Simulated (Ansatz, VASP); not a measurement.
## SnSe: VASP beside Ansatz

Contents of INCAR:

```
PREC = Accurate ; ENCUT = 500
EDIFF = 1E-6 ; ISMEAR = -1
SIGMA = 0.05 ; LREAL = False
LASPH = True ; NELM = 120
ALGO = Normal ; ISIF = 2
LWAVE = False ; LCHARG = False
GGA = PE ; NBANDS = 17
GGA_COMPAT = False
```

KPOINTS

```
Automatic mesh
0
Gamma
  11 11 11
```

Contents of POSCAR:

```
SnSe
1.0
    0.0000000000      3.2475956032      3.2475956032
    3.2475956032      0.0000000000      3.2475956032
    3.2475956032      3.2475956032      0.0000000000
Sn Se
1 1
Direct
    0.0000000000      0.0000000000      0.0000000000
    0.2500000000      0.2500000000      0.2500000000
```

Input for Ansatz:

```yaml
crystal:
  lattice:
    - [0.0, 3.2475956032, 3.2475956032]
    - [3.2475956032, 0.0, 3.2475956032]
    - [3.2475956032, 3.2475956032, 0.0]
  atoms:
    - { symbol: Sn, position: [0.0, 0.0, 0.0] }
    - { symbol: Se, position: [0.25, 0.25, 0.25] }
kpoints:
  mp_grid: { grid: [11, 11, 11] }
scf:
  occupations: { method: fermi_dirac, width: 0.05 }
hamiltonian:
  xc: pbe
  pseudopotentials: { kind: paw }
output:
  forces: true
  stress: true
  eigenvalues: true
  populations: true
  write_density: true
  write_potential: true
  elf: true
  volumetric_format: npy
```

Change from the starting cell: volume scaled by 0.88, PAW files.

Alike in both runs: task single point; functional PBE; k mesh 11 × 11 × 11; occupations fermi-dirac, width 0.05 eV; no spin polarisation.

|  | VASP | Ansatz |
| --- | --- | --- |
| version | VASP 6.6.1 | Ansatz 0.2.0 |
| potentials or method | VASP PAW PBE potentials, release 64 (Sn_d, Se) | PAW with Ansatz's default frozen-core files, scalar-relativistic |
| plane-wave cutoff (eV) | 500 | 420 |
| valence electrons in the cell | 20 | 30 |

```tsv
	VASP	Ansatz	Ansatz less VASP
pressure (GPa)	4.8	4.8	0.00
```

With one functional, cell and mesh, what is left measures potentials, basis and numerics. VASP's potentials hold 20 valence electrons a cell and Ansatz's 30, so a difference there can come from the potentials and not from the codes.
